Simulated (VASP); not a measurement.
A run of VASP 6.6.1:

The input INCAR:

```
SYSTEM = CO2
ALGO = Normal ; EDIFF = 1E-6
ENCUT = 520 ; GGA = PE
ISIF = 2 ; ISMEAR = 0
IVDW = 12 ; LASPH = .True.
LCHARG = .False. ; LREAL = .False.
LWAVE = .False. ; NBANDS = 25
NELM = 60 ; PREC = Accurate
SIGMA = 0.01
```

Contents of KPOINTS:

```
k-points
0
Gamma
  6 6 4
  0 0 0
```

The input POSCAR:

```
CO2
1.0
    2.7955699067     -2.5133408962      0.0000000000
    2.7955699067      2.5133408962      0.0000000000
    0.0000000000      0.0000000000      6.7430433132
C O
2 4
Direct
    0.0000000000      0.0000000000      0.0000000000
    0.5000000000      0.5000000000      0.5000000000
    0.8132775581      0.1867224419      0.8966187041
    0.1867224419      0.8132775581      0.1033812959
    0.6867224419      0.3132775581      0.3966187041
    0.3132775581      0.6867224419      0.6033812959
```

Potentials or basis: VASP PAW PBE potentials, release 64 (C, O).

Run with:

```bash
$ cat potpaw_PBE.64/C/POTCAR potpaw_PBE.64/O/POTCAR > POTCAR
$ mpirun -np 1 vasp_std > vasp.out
```

Hardware: 1 thread of Intel(R) Xeon(R) 6975P-C (Granite Rapids), with other jobs on the host.

Problem. How long does it take, and how much memory?

Solution. Wall time 27 s on 1 thread of Intel(R) Xeon(R) 6975P-C (Granite Rapids), with other jobs on the host, peak memory 0.23 GiB. Counts: scf iterations 13, k points 39.
